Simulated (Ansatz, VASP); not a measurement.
**ZnCu in VASP and in Ansatz**

```xyz
2
Lattice="1.4880 -2.1213 0.0000 1.4880 2.1213 0.0000 0.0000 0.0000 4.1407" Properties=species:S:1:pos:R:3 pbc="T T T"
Zn    1.4880    0.0000    2.0704
Cu    0.0213   -0.0355   -0.0176
```

Change from the starting cell: one atom moved.

Alike in both runs: task single point; functional PBE; k mesh 16 × 16 × 10; occupations gaussian, width 0.1 eV; no spin polarisation.

|  | VASP | Ansatz |
| --- | --- | --- |
| version | VASP 6.6.1 | Ansatz 0.2.0 |
| potentials or method | VASP PAW PBE potentials, release 64 (Zn, Cu), cutoff 520 eV | scalar-relativistic, plane waves, PAW |
| valence electrons in the cell | 23 | 31 |

|  | VASP | Ansatz | Ansatz less VASP |
| --- | --- | --- | --- |
| gap on the k mesh at the Fermi level (eV) | none | none | - |
| pressure (GPa) | 0.8 | 0.3 | -0.51 |
| traceless stress, the component that is largest in VASP (GPa) | 1.12 | 1.13 | +0.011 |
| rms of the force components (eV/Å) | 0.070 | 0.069 | -0.0010 |

Atom by atom the forces differ by 0.001 eV/Å (rms over components). A gap of «none» marks a metal or a gap that the smearing closes. With one functional, cell and mesh, what is left measures potentials, basis and numerics. VASP's potentials hold 23 valence electrons a cell and Ansatz's 31, so a difference there can come from the potentials and not from the codes.
